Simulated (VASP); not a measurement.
# Zr2F (P4_2/nmc) in VASP: notebook

Runs on Zr2F. Level: PBE. Tasks: single point, relaxation of cell and atoms.

Program: VASP 6.6.1. These are calculated values, not measurements. Logs are shortened: lines on timing, memory, paths and dates and some standing lists are left out, and cuts for length are marked.

## Step 1: The cell of the first run

The structure is tetragonal, space group P4_2/nmc (No. 137). The conventional cell has a = 3.191 Å, b = 3.191 Å, c = 9.203 Å, α = 90.00°, β = 90.00°, γ = 90.00°. Within 2.6 Å of Zr (site symmetry 2mm) lie 2 F at 1.97 Å. Within 2.6 Å of F (site symmetry -4m2) lie 4 Zr at 1.97 Å.

## Step 2: Single point, PBE

The input, INCAR:

```
  ALGO = Normal
  EDIFF = 1E-7
  ENCUT = 520
  GGA = PE
  ISIF = 2
  ISMEAR = 0
  LASPH = True
  LCHARG = False
  LREAL = False
  LWAVE = False
  NBANDS = 40
  NELM = 60
  PREC = Accurate
  SIGMA = 0.1
```

The input, KPOINTS:

```
k-points
0
Gamma
  6 6 2
```

The input, POSCAR:

```
Zr2F
1.0
    3.1913073550      0.0000000000      0.0000000000
    0.0000000000      3.1913073550      0.0000000000
    0.0000000000      0.0000000000      9.2030403994
Zr F
4 2
Direct
    0.0000000000      0.5000000000      0.1250000000
    0.0000000000      0.5000000000      0.6250000000
    0.5000000000      0.0000000000      0.3750000000
    0.5000000000      0.0000000000      0.8750000000
    0.0000000000      0.0000000000      0.0000000000
    0.5000000000      0.5000000000      0.5000000000
```

Potentials or basis: VASP PAW PBE potentials, release 64 (Zr_sv, F).

Started as:

```
> cat potpaw_PBE.64/Zr_sv/POTCAR potpaw_PBE.64/F/POTCAR > POTCAR
> mpirun -np 1 vasp_std > vasp.out
```

OUTCAR:

```text
EDIFF = 1E-7
   ENCUT = 520
   GGA = PE
   ISIF = 2
   ISMEAR = 0
   LASPH = True
   LREAL = False
   NELM = 60
   PREC = Accurate

 ion  position               nearest neighbor table
   1  0.000  0.500  0.125-   5 1.97   5 1.97   3 3.22   3 3.22   4 3.22   4 3.22   3 3.22   4 3.22
                             3 3.22   4 3.22
   2  0.000  0.500  0.625-   6 1.97   6 1.97   3 3.22   3 3.22   4 3.22   3 3.22   4 3.22   4 3.22
                             3 3.22   4 3.22
   3  0.500  0.000  0.375-   6 1.97   6 1.97   1 3.22   1 3.22   2 3.22   2 3.22   1 3.22   2 3.22
                             1 3.22   2 3.22
   4  0.500  0.000  0.875-   5 1.97   5 1.97   1 3.22   1 3.22   2 3.22   1 3.22   2 3.22   2 3.22
                             1 3.22   2 3.22
   5  0.000  0.000  0.000-   1 1.97   4 1.97   1 1.97   4 1.97
   6  0.500  0.500  0.500-   2 1.97   3 1.97   3 1.97   2 1.97

  LATTYP: Found a simple tetragonal cell.
 ALAT       =     3.1913073550
 C/A-ratio  =     2.8837837838

  Lattice vectors:

 A1 = (   3.1913073550,   0.0000000000,   0.0000000000)
 A2 = (   0.0000000000,   3.1913073550,   0.0000000000)
 A3 = (   0.0000000000,   0.0000000000,   9.2030403994)

Analysis of symmetry for initial positions (statically):
=====================================================================
 Subroutine PRICEL returns:
 Original cell was already a primitive cell.

 Routine SETGRP: Setting up the symmetry group for a
 simple tetragonal supercell.

 Subroutine GETGRP returns: Found 16 space group operations
 (whereof  8 operations were pure point group operations)
 out of a pool of 16 trial point group operations.

The static configuration has the point symmetry D_2d.
 The point group associated with its full space group is D_4h.

Analysis of symmetry for dynamics (positions and initial velocities):
=====================================================================
 Subroutine PRICEL returns:
 Original cell was already a primitive cell.

 Routine SETGRP: Setting up the symmetry group for a
 simple tetragonal supercell.

 Subroutine GETGRP returns: Found 16 space group operations
 (whereof  8 operations were pure point group operations)
 out of a pool of 16 trial point group operations.

The dynamic configuration has the point symmetry D_2d.
 The point group associated with its full space group is D_4h.

 Subroutine INISYM returns: Found 16 space group operations
 (whereof  8 operations are pure point group operations),
[... 100 lines left out ...]
   LREAL  =      F    real-space projection
   EDIFFG = 0.1E-05   stopping-criterion for IOM
   NSW    =      0    number of steps for IOM
   IBRION =     -1    ionic relax: 0-MD 1-quasi-New 2-CG
   NFREE  =      0    steps in history (QN), initial steepest desc. (CG)
   ISIF   =      2    stress and relaxation
   ISYM   =      2    0-nonsym 1-usesym 2-fastsym
   POTIM  = 0.5000    time-step for ionic-motion
   TEBEG  =    0.0;   TEEND  =   0.0 temperature during run
   PSTRESS=    0.0 pullay stress
   NELECT =      62.0000    total number of electrons
   NUPDOWN=      -1.0000    fix difference up-down
   EMIN   =  10.00;   EMAX   =-10.00  energy-range for DOS
   EFERMI =   0.00;   METHOD = LEGACY
   ISMEAR =     0;   SIGMA  =   0.10  broadening in eV -4-tet -1-fermi 0-gaus
   EFERMI_NEDOS =   21; number of points for ismear=-14 and -15
   IALGO  =     38    algorithm
   IMIX   =      4    mixing-type and parameters
     AMIX     =   0.40;   BMIX     =  1.00
     AMIX_MAG =   1.60;   BMIX_MAG =  1.00
  volume/ion in A,a.u.               =      15.62       105.42
  Fermi-wavevector in a.u.,A,eV,Ry     =   1.426426  2.695554 27.683647  2.034691
  Thomas-Fermi vector in A             =   2.546704
   LORBIT       =      0    0 simple, 1 ext, 2 COOP (PROOUT), +10 PAW based schemes
   GGA     = PE    functional components
   LHFCALC =     F    Hartree Fock is set to
   AEXX    =    0.0000 exact exchange contribution
   IVDW    =     0    specifies the selected vdW correction
   LEPSILON=     F    determine dielectric tensor
   LRPA    =     F    only Hartree local field effects (RPA)
 non-spin polarized calculation
 Gauss-broadening in eV      SIGMA  =   0.10
  energy-cutoff  :      520.00
  volume of cell :       93.73
 maximum number of plane-waves:      2550
 NGX is ok and might be reduce to    24
   NGX = 11   NGY = 11   NGZ = 35

 number of electron      61.9999976 magnetization

 Free energy of the ion-electron system (eV)
  ---------------------------------------------------
  ext. energy  EPLUGINS =         0.00000000
  ---------------------------------------------------
  free energy    TOTEN  =       -40.90487551 eV

  energy without entropy =      -40.88178438  energy(sigma->0) =      -40.89332995

 E-fermi :  10.5900     XC(G=0): -11.7840

 val. band max:       10.5609744264   @ k =   0.1667   0.1667   0.0000
 cond. band min:      10.6412583095   @ k =   0.5000   0.1667   0.5000
 fundamental gap:      0.0802838832
 Fermi energy:        10.5899646298

 k-point     1 :       0.0000    0.0000    0.0000
  band No.  band energies     occupation
      1     -38.6137      2.00000
      2     -38.5330      2.00000
      3     -38.4440      2.00000
      4     -38.3609      2.00000
      5     -20.6485      2.00000
      6     -20.5763      2.00000
[... 849 lines left out ...]
     39      15.4978      0.00000
     40      15.4978      0.00000

------------------------ aborting loop because EDIFF is reached ----------------------------------------

  FORCE on cell =-STRESS in cart. coord.  units (eV):
  Direction    XX          YY          ZZ          XY          YZ          ZX
  --------------------------------------------------------------------------------------
  -------------------------------------------------------------------------------------
  Total       25.7292020     25.7292020     26.9186294      0.0000000      0.0000000      0.0000000
  in kB      439.8132447    439.8132447    460.1452375      0.0000000      0.0000000      0.0000000
  external PRESSURE =     446.5905756 kB  Pullay stress =       0.0000000 kB

 VOLUME and BASIS-vectors are now :
 -----------------------------------------------------------------------------
  energy-cutoff  :      520.00
  volume of cell :       93.73
      direct lattice vectors                 reciprocal lattice vectors
     3.191307355  0.000000000  0.000000000     0.313351203  0.000000000  0.000000000
     0.000000000  3.191307355  0.000000000     0.000000000  0.313351203  0.000000000
     0.000000000  0.000000000  9.203040399     0.000000000  0.000000000  0.108659742

 POSITION                                       TOTAL-FORCE (eV/Angst)
 -----------------------------------------------------------------------------------
      0.00000      1.59565      1.15038        -0.000000      0.000000      4.900627
      0.00000      1.59565      5.75190         0.000000      0.000000      4.900627
      1.59565      0.00000      3.45114         0.000000     -0.000000     -4.900627
      1.59565      0.00000      8.05266        -0.000000      0.000000     -4.900627
      0.00000      0.00000      0.00000         0.000000      0.000000     -0.000000
      1.59565      1.59565      4.60152         0.000000     -0.000000     -0.000000
 -----------------------------------------------------------------------------------
    total drift:                                0.000000      0.000000     -0.000000

  FREE ENERGIE OF THE ION-ELECTRON SYSTEM (eV)
  ---------------------------------------------------
  free  energy   TOTEN  =       -40.9048755105 eV

  energy  without entropy=      -40.8817843809  energy(sigma->0) =      -40.89332995
```

stdout:

```text
POSCAR found type information on POSCAR ZrF
 POSCAR found :  2 types and       6 ions
 scaLAPACK will be used
 LDA part: xc-table for (Slater+PW92), standard interpolation
 POSCAR, INCAR and KPOINTS ok, starting setup
 FFT: planning ... GRIDC
 FFT: planning ... GRID_SOFT
 FFT: planning ... GRID
 WAVECAR not read
 entering main loop
```

It took 83 s on 1 thread of Oxide Virtual Turin-like, shared host; peak memory 0.18 GiB.

What came out:

| Item | Value |
| --- | --- |
| Free energy | -40.9049 eV |
| Pressure | 44.7 GPa |
| Largest force | 4.901 eV/Å |
| Band gap on the k mesh | zero (band 31 reaches 11.95 eV, above the bottom of band 32 at 9.85 eV) |

Forces on the atoms (eV/Å):
```
Zr   0.000  0.000  4.901
Zr   0.000  0.000  4.901
Zr   0.000  0.000 -4.901
Zr   0.000  0.000 -4.901
F    0.000  0.000  0.000
F    0.000  0.000  0.000
```

Stress tensor (GPa, compression positive):
```
43.98  0.00  0.00
 0.00 43.98  0.00
 0.00  0.00 46.01
```

Caveat: forces of over 1 eV/Å act on the atoms, so gaps and moduli don't describe the material at rest.

(Continued in part 2 of 2.)
